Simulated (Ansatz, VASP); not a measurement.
Given: the input of a run of VASP 6.6.1 on Ge.

POSCAR

```
Ge
1.0
    3.9435577898      0.0000000000      0.0000000000
   -1.9717788949      3.4152212273      0.0000000000
    0.0000000000      0.0000000000      6.5101862333
Ge
4
Direct
    0.3333333333      0.6666666667      0.9370987500
    0.6666666667      0.3333333333      0.4370987500
    0.3333333333      0.6666666667      0.5629012500
    0.6666666667      0.3333333333      0.0629012500
```

File INCAR.step1:

```
PREC     = Accurate       # precision mode
ENCUT    = 520            # plane-wave cutoff, eV
ISMEAR   = -1             # smearing method
SIGMA    = 0.05           # smearing width, eV
LREAL    = False          # projectors in reciprocal space
LASPH    = True           # aspherical terms in the spheres
NELM     = 100            # most SCF steps
NBANDS   = 36             # bands
GGA      = PE             # functional
ALGO     = Normal         # electronic algorithm
EDIFF    = 1E-4           # SCF threshold, eV
LWAVE    = True           # write WAVECAR
LCHARG   = False          # write CHGCAR
```

The input INCAR.step2:

```
PREC     = Accurate       # precision mode
ENCUT    = 520            # plane-wave cutoff, eV
EDIFF    = 1E-6           # SCF threshold, eV
ISMEAR   = -1             # smearing method
SIGMA    = 0.05           # smearing width, eV
LREAL    = False          # projectors in reciprocal space
LASPH    = True           # aspherical terms in the spheres
NELM     = 100            # most SCF steps
ALGO     = Normal         # electronic algorithm
ISIF     = 2              # what is computed and relaxed
LWAVE    = False          # write WAVECAR
LCHARG   = True           # write CHGCAR
METAGGA  = R2SCAN         # meta-GGA
LMIXTAU  = True         
LELF     = True           # ELF
LVHAR    = True         
NBANDS   = 36             # bands
ISTART   = 1
```

File KPOINTS:

```
regular mesh
0
Gamma
  8 8 4
```

Potentials or basis: VASP PAW PBE potentials, release 64 (Ge_d).

Command:

```console
$ cat potpaw_PBE.64/Ge_d/POTCAR > POTCAR
$ cp INCAR.step1 INCAR
$ mpirun -np 1 vasp_std > vasp.out
$ cp INCAR.step2 INCAR
$ mpirun -np 1 vasp_std > vasp.out
```

Question: Set up the same calculation for Ansatz 0.2.0. Potentials there: Ansatz PAW.

Answer: As run (the cutoff follows the program's own potentials):

Contents of input.yaml:

```yaml
crystal:
  lattice:
    - [3.9435577898, 0.0, 0.0]
    - [-1.9717788949, 3.4152212273, 0.0]
    - [0.0, 0.0, 6.5101862333]
  atoms:
    - { symbol: Ge, position: [0.3333333333, 0.6666666667, 0.93709875] }
    - { symbol: Ge, position: [0.6666666667, 0.3333333333, 0.43709875] }
    - { symbol: Ge, position: [0.3333333333, 0.6666666667, 0.56290125] }
    - { symbol: Ge, position: [0.6666666667, 0.3333333333, 0.06290125] }
hamiltonian:
  xc: r2scan
  pseudopotentials: { kind: paw }
kpoints:
  mp_grid: { grid: [8, 8, 4] }
scf:
  occupations: { method: fermi_dirac, width: 0.05 }
output:
  forces: true
  stress: true
  eigenvalues: true
```

Potentials or basis: Ansatz PAW.

Run with:

```console
$ ansatz run input.yaml --threads 2 --pin off --max-ram 5632MiB --backend cpu --events-out ev --progress --plain --runs-dir out
```

Both were run:

|  | VASP | Ansatz | Ansatz less VASP |
| --- | --- | --- | --- |
| gap on the k mesh at the Fermi level (eV) | 0.17 | 0.20 | +0.024 |
| least direct gap on the mesh (eV) | 0.17 | 0.20 | +0.024 |
| pressure (GPa) | 3.2 | 3.1 | -0.03 |
| rms of the force components (eV/Å) | 0.015 | 0.012 | -0.0028 |

VASP's potentials were made for PBE, not for r2SCAN. Atom by atom the forces differ by 0.003 eV/Å (rms over components).
